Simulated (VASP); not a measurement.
# Li (C2/m) in VASP: further runs, part 2 of 2

VASP 6.6.1. Earlier steps stand in the parts before.

## (3) Vibrations by perturbation theory, PBE

This run uses another cell than the first one, of 20.28 Å³/atom.

Input file INCAR:

```
SYSTEM = Li
  PREC = Accurate
  ENCUT = 520
  EDIFF = 1E-8
  ISMEAR = -1
  SIGMA = 0.15
  LREAL = .FALSE.
  LASPH = .TRUE.
  NELM = 100
  ALGO = Normal
  ISIF = 2
  LWAVE = .FALSE.
  LCHARG = .FALSE.
  GGA = PE
  NBANDS = 12
  IBRION = 8
  NSW = 1
```

Input file KPOINTS:

```
Automatic mesh
0
G
  18 18 6
  0 0 0
```

Input file POSCAR:

```
Li
1.0
    2.6495936989     -1.5281887300      0.0326937925
    2.6495936989      1.5281887300      0.0326937925
   -1.8480247361      0.0000000000      7.4889508415
Li
3
Direct
    0.2781016887      0.2781016887      0.3332954675
    0.5000000000      0.5000000000      0.0000000000
    0.7218983113      0.7218983113      0.6667045325
```

Potentials or basis: VASP PAW PBE potentials, release 64 (Li_sv).

Run with:

```bash
> cat potpaw_PBE.64/Li_sv/POTCAR > POTCAR
> mpirun -np 1 vasp_std > vasp.out
```

OUTCAR:

```text
SYSTEM = Li
   PREC = Accurate
   ENCUT = 520
   EDIFF = 1E-8
   ISMEAR = -1
   LREAL = .FALSE.
   LASPH = .TRUE.
   NELM = 100
   ISIF = 2
   GGA = PE
   IBRION = 8
   NSW = 1

 ion  position               nearest neighbor table
   1  0.278  0.278  0.333-
   2  0.500  0.500  0.000-
   3  0.722  0.722  0.667-

  LATTYP: Found a base centered monoclinic cell.
 ALAT       =     5.2995907968
 B/A-ratio  =     0.5767195199
 C/A-ratio  =     1.4555080552
 COS(beta)  =    -0.2275830104

  Lattice vectors:

 A1 = (   2.6495936989,  -1.5281887300,   0.0326937925)
 A2 = (   2.6495936989,   1.5281887300,   0.0326937925)
 A3 = (  -1.8480247361,   0.0000000000,   7.4889508415)

Analysis of symmetry for initial positions (statically):
=====================================================================
 Subroutine PRICEL returns:
 Original cell was already a primitive cell.

 Routine SETGRP: Setting up the symmetry group for a
 base centered monoclinic supercell.

 Subroutine GETGRP returns: Found  4 space group operations
 (whereof  4 operations were pure point group operations)
 out of a pool of  4 trial point group operations.

The static configuration has the point symmetry C_2h.

Analysis of symmetry for dynamics (positions and initial velocities):
=====================================================================
 Subroutine PRICEL returns:
 Original cell was already a primitive cell.

 Routine SETGRP: Setting up the symmetry group for a
 base centered monoclinic supercell.

 Subroutine GETGRP returns: Found  4 space group operations
 (whereof  4 operations were pure point group operations)
 out of a pool of  4 trial point group operations.

The dynamic configuration has the point symmetry C_2h.

 Subroutine INISYM returns: Found  4 space group operations
 (whereof  4 operations are pure point group operations),
 and found     1 'primitive' translations

----------------------------------------------------------------------------------------

                                     Primitive cell

  volume of cell :      60.8314

  direct lattice vectors                    reciprocal lattice vectors
     2.649593699 -1.528188730  0.032693792     0.188135325 -0.327184719  0.046425560
     2.649593699  1.528188730  0.032693792     0.188135325  0.327184719  0.046425560
    -1.848024736  0.000000000  7.488950842    -0.001642649  0.000000000  0.133124701
[... 505 lines left out ...]

  FORCE on cell =-STRESS in cart. coord.  units (eV):
  Direction    XX          YY          ZZ          XY          YZ          ZX
  --------------------------------------------------------------------------------------
  -------------------------------------------------------------------------------------
  Total       -0.0237427     -0.0223940     -0.0214503      0.0000000      0.0000000     -0.0003011
  in kB       -0.6253349     -0.5898147     -0.5649581      0.0000000      0.0000000     -0.0079315
  external PRESSURE =      -0.5933692 kB  Pullay stress =       0.0000000 kB

 VOLUME and BASIS-vectors are now :
 -----------------------------------------------------------------------------
  energy-cutoff  :      520.00
  volume of cell :       60.83
      direct lattice vectors                 reciprocal lattice vectors
     2.649593699 -1.528188730  0.032693792     0.188135325 -0.327184719  0.046425560
     2.649593699  1.528188730  0.032693792     0.188135325  0.327184719  0.046425560
    -1.848024736  0.000000000  7.488950842    -0.001642649  0.000000000  0.133124701

 POSITION                                       TOTAL-FORCE (eV/Angst)
 -----------------------------------------------------------------------------------
      0.85777      0.00000      2.51422         0.000404     -0.000000     -0.000221
      2.64959      0.00000      0.03269        -0.000000      0.000000     -0.000000
      2.59339      0.00000      5.04012        -0.000404     -0.000000      0.000221
 -----------------------------------------------------------------------------------
    total drift:                               -0.000000     -0.000000      0.000000

  FREE ENERGIE OF THE ION-ELECTRON SYSTEM (eV)
  ---------------------------------------------------
  free  energy   TOTEN  =        -5.7724065394 eV

  energy  without entropy=       -5.6688009547  energy(sigma->0) =       -5.72060375

[... ionic steps 2 to 3 ...]

--------------------------------------- Ionic step        4  -------------------------------------------

------------------------ aborting loop because EDIFF is reached ----------------------------------------

--------------------------------------- Ionic step        5  -------------------------------------------
[... 13 lines left out ...]
------------------------ aborting loop because EDIFF is reached ----------------------------------------

--------------------------------------- Ionic step        9  -------------------------------------------

 Free energy of the ion-electron system (eV)
  ---------------------------------------------------
  ---------------------------------------------------
  free energy    TOTEN  =        -0.19265035 eV

  energy without entropy =       -0.19265035

------------------------ aborting loop because EDIFF is reached ----------------------------------------

 INTERNAL STRAIN TENSOR  FOR ION    2  DIRECTION 3   (eV/Angst):
 -----------------------------------------------------------------------------
     0.00083  0.00000 -0.01343
     0.00000 -0.00014  0.00000
    -0.01343  0.00000 -0.00077

 INTERNAL STRAIN TENSOR FOR ION    3 for displacements in x,y,z  (eV/Angst):
          X           Y           Z          XY          YZ          ZX
  --------------------------------------------------------------------------------
  x    -0.44951     0.43364    -0.00866     0.00000     0.00000     0.00758
  y     0.00000     0.00000     0.00000     0.43507     0.00620     0.00000
  z     0.00392     0.00070    -0.00425     0.00000     0.00000    -0.01287

 SECOND DERIVATIVES (NOT SYMMETRIZED)
 ------------------------------------
               1X          1Y          1Z          2X          2Y          2Z          3X          3Y          3Z
  1X    -0.178750    0.000000    0.018441    0.089161    0.000000   -0.009272    0.089589    0.000000   -0.009169
  1Y     0.000000   -0.190058    0.000000    0.000000    0.093584    0.000000    0.000000    0.096474    0.000000
  1Z     0.018059    0.000000   -1.343429   -0.008784    0.000000    0.671128   -0.009275    0.000000    0.672301
  2X     0.116379    0.000000   -0.007117   -0.232757    0.000000    0.014235    0.116379    0.000000   -0.007117
  2Y     0.000000    0.096507    0.000000    0.000000   -0.193015    0.000000    0.000000    0.096507    0.000000
  2Z    -0.007094    0.000000    0.689055    0.014187    0.000000   -1.378110   -0.007094    0.000000    0.689055
  3X     0.089589    0.000000   -0.009169    0.089161    0.000000   -0.009272   -0.178750    0.000000    0.018441
  3Y     0.000000    0.096474    0.000000    0.000000    0.093584    0.000000    0.000000   -0.190058    0.000000
  3Z    -0.009275    0.000000    0.672301   -0.008784    0.000000    0.671128    0.018059    0.000000   -1.343429

 Eigenvectors and eigenvalues of the dynamical matrix
 ----------------------------------------------------

   1 f  =    8.453361 THz    53.114036 2PiTHz  281.973782 cm-1    34.960278 meV
             X         Y         Z           dx          dy          dz
      0.857775  0.000000  2.514218    -0.005842    0.000000    0.404638
      2.649594  0.000000  0.032694     0.010616    0.000000   -0.819973
      2.593388  0.000000  5.040121    -0.005842   -0.000000    0.404638
[... 43 lines left out ...]
   9 f/i=    0.200936 THz     1.262521 2PiTHz    6.702518 cm-1     0.831006 meV
             X         Y         Z           dx          dy          dz
      0.857775  0.000000  2.514218    -0.598711    0.000000   -0.048545
      2.649594  0.000000  0.032694    -0.525588    0.000000   -0.046185
      2.593388  0.000000  5.040121    -0.598711    0.000000   -0.048545

--------------------------------------------------------------------------------------------------------

 ELASTIC MODULI CONTR FROM IONIC RELAXATION (kBar)
 Direction    XX          YY          ZZ          XY          YZ          ZX
 --------------------------------------------------------------------------------
 XX         -39.7109     38.3137     -0.7701     -0.0000     -0.0000      0.6552
 YY          38.3137    -36.9662      0.7435      0.0000      0.0000     -0.6306
 ZZ          -0.7701      0.7435     -0.0154     -0.0000     -0.0000      0.0113
 XY          -0.0000      0.0000     -0.0000    -34.7984     -0.4960      0.0000
 YZ          -0.0000      0.0000     -0.0000     -0.4960     -0.0071      0.0000
 ZX           0.6552     -0.6306      0.0113      0.0000      0.0000     -0.0151
 --------------------------------------------------------------------------------
```

OSZICAR:

```text
N       E                     dE             d eps       ncg     rms          rms(c)
DAV:   1     0.337680549881E+02    0.33768E+02   -0.42696E+03 12576   0.681E+02
DAV:   2     0.245806192523E+01   -0.31310E+02   -0.30293E+02 14272   0.164E+02
DAV:   3    -0.564495546065E+01   -0.81030E+01   -0.80346E+01 24416   0.462E+01
[... 147 lines left out ...]
RMM:  13    -0.192650314929E+00   -0.12139E-06   -0.20385E-05 33815   0.266E-04    0.875E-06
RMM:  14    -0.192650322974E+00   -0.80454E-08   -0.19591E-05 33204   0.220E-04    0.529E-06
RMM:  15    -0.192650357844E+00   -0.34870E-07   -0.19444E-05 33652   0.201E-04    0.331E-06
RMM:  16    -0.192650353869E+00    0.39749E-08   -0.18951E-05 32271   0.190E-04    0.306E-06
RMM:  17    -0.192650361145E+00   -0.72754E-08   -0.18692E-05 29993   0.183E-04    0.344E-06
RMM:  18    -0.192650349746E+00    0.11398E-07   -0.18141E-05 30027   0.176E-04    0.347E-06
 Linear response finished
```

stdout:

```text
POSCAR found type information on POSCAR Li
 POSCAR found :  1 types and       3 ions
 scaLAPACK will be used
 LDA part: xc-table for (Slater+PW92), standard interpolation
 POSCAR, INCAR and KPOINTS ok, starting setup
 FFT: planning ... GRIDC
 FFT: planning ... GRID_SOFT
 FFT: planning ... GRID
 WAVECAR not read
 entering main loop
 Linear response reoptimize wavefunctions to high precision
 Linear response DOF=           6
 Linear response progress:
 first order change of Fermi-energy  -0.12513E-03
 force on displaced ion       1 direction 1 :  -0.179   0.000   0.018
 Linear response progress:
 first order change of Fermi-energy   0.27846E-05
 force on displaced ion       1 direction 2 :   0.000  -0.190  -0.000
 Linear response progress:
 first order change of Fermi-energy   0.73695E-03
 force on displaced ion       1 direction 3 :   0.018   0.000  -1.343
 Linear response progress:
 first order change of Fermi-energy  -0.10093E-04
 force on displaced ion       2 direction 1 :  -0.233   0.000   0.014
 Linear response progress:
 first order change of Fermi-energy   0.14124E-05
 force on displaced ion       2 direction 2 :  -0.000  -0.193   0.000
 Linear response progress:
 first order change of Fermi-energy  -0.24328E-05
 force on displaced ion       2 direction 3 :   0.014   0.000  -1.378
 Linear response finished
```

Run time: 62 min. Hardware: 1 thread of Intel Xeon Platinum 8488C (Sapphire Rapids), shared host; peak memory 1.2 GiB.

What came out:

| Item | Value |
| --- | --- |
| Highest phonon frequency at Γ | 282 cm⁻¹ |

Phonon frequencies in cm⁻¹ (negative: imaginary):
| q point | frequencies |
| --- | --- |
| (0.000, 0.000, 0.000) | -7 -2 -1 102 105 105 112 280 282 |

Caveat: the cutoff is under 1.25 times the usual one of these potentials, so pressure, stress and relaxed cells hold a basis-set (Pulay) error.
